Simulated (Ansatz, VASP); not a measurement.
## One calculation of BiTe, two programs

POSCAR

```
BiTe
1.0
    0.0000000000      3.1056000000      3.2350000000
    3.1056000000      0.0000000000      3.2350000000
    3.1056000000      3.1056000000      0.0000000000
Bi Te
1 1
Direct
    0.0000000000      0.0000000000      0.0000000000
    0.5000000000      0.5000000000      0.5000000000
```

INCAR.step1

```
SYSTEM = BiTe
  PREC = Accurate
  ENCUT = 520
  ISMEAR = 0
  SIGMA = 0.15
  LREAL = .FALSE.
  LASPH = .TRUE.
  NELM = 100
  NBANDS = 18
  GGA = PE
  ALGO = Normal
  EDIFF = 1E-4
  LWAVE = .TRUE.
  LCHARG = .FALSE.
```

The input INCAR.step2:

```
SYSTEM = BiTe
  PREC = Accurate
  ENCUT = 520
  EDIFF = 1E-6
  ISMEAR = 0
  SIGMA = 0.15
  LREAL = .FALSE.
  LASPH = .TRUE.
  NELM = 100
  ALGO = Normal
  ISIF = 2
  LWAVE = .FALSE.
  LCHARG = .TRUE.
  METAGGA = R2SCAN
  LMIXTAU = .TRUE.
  LELF = .TRUE.
  LVHAR = .TRUE.
  NBANDS = 18
  ISTART = 1
```

KPOINTS

```
Automatic mesh
0
G
  14 14 14
  0 0 0
```

Input for Ansatz:

```yaml
crystal:
  lattice:
    - [0.0, 3.1056, 3.235]
    - [3.1056, 0.0, 3.235]
    - [3.1056, 3.1056, 0.0]
  atoms:
    - { symbol: Bi, position: [0.0, 0.0, 0.0] }
    - { symbol: Te, position: [0.5, 0.5, 0.5] }
basis:
  ecutwfc: 500
kpoints:
  mp_grid: { grid: [14, 14, 14] }
hamiltonian:
  xc: r2scan
scf:
  occupations: { method: gaussian, width: 0.15 }
output:
  forces: true
  stress: true
  eigenvalues: true
```

Change from the starting cell: strain -0.0400 x Voigt [1, 1, 0, 0, 0, 0], atoms carried along.

Alike in both runs: task single point; functional r2SCAN; k mesh 14 × 14 × 14; occupations gaussian, width 0.15 eV; no spin polarisation.

|  | VASP | Ansatz |
| --- | --- | --- |
| version | VASP 6.6.1 | Ansatz 0.2.0 |
| potentials or method | VASP PAW PBE potentials, release 64 (Bi_d, Te), cutoff 520 eV | scalar-relativistic, plane waves, PAW |
| valence electrons in the cell | 21 | 31 |

```tsv
	VASP	Ansatz	Ansatz less VASP
gap on the k mesh at the Fermi level (eV)	none	none	-
pressure (GPa)	5.2	5.2	+0.02
traceless stress, the component that is largest in VASP (GPa)	-3.01	-3.01	+0.007
```

VASP's potentials were made for PBE, not for r2SCAN. A gap of «none» marks a metal or a gap that the smearing closes. The functional is the same, so the differences come from potentials, cutoffs and numerics. VASP's potentials hold 21 valence electrons a cell and Ansatz's 31, so a difference there can come from the potentials and not from the codes.

Neither program's run includes spin-orbit coupling.
